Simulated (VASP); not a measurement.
**TiN: single point with PBEsol**

The system is TiN.

```
CELL_PARAMETERS angstrom
0.00000 2.11900 2.11900
2.11900 0.00000 2.11900
2.11900 2.11900 0.00000
ATOMIC_POSITIONS crystal
Ti 0.00000 0.00000 0.00000
N 0.50000 0.50000 0.50000
```

```json
{
  "Program": "VASP 6.6.1",
  "Task": "single point",
  "Functional": "PBEsol",
  "Potentials or basis": "VASP PAW PBE potentials, release 64 (Ti_sv, N)",
  "Cutoff": "600 eV",
  "k mesh": "11 × 11 × 11",
  "Occupations": "methfessel-paxton, width 0.05 eV",
  "Spin": "no spin polarisation"
}
```

- Pressure: -6.5 GPa
- Band gap on the k mesh: zero (an odd number of electrons rules out a gap without spin polarisation)

Levels at points of the mesh, in eV from the Fermi level:
| k point | band 7 | band 8 | band 9 | band 10 | band 11 | band 12 |
| --- | --- | --- | --- | --- | --- | --- |
| (0.00, 0.00, 0.00) | -2.04 | -2.04 | -0.65 | -0.65 | -0.65 | 0.56 |

It took 19 s on 1 thread of AMD EPYC 7R43 64-Core Processor (Zen 3) (shared host), peak memory 0.12 GiB.

Caveat: the cell stands under tension; the PAW data sets were made with another functional, which shifts forces and pressure a little.
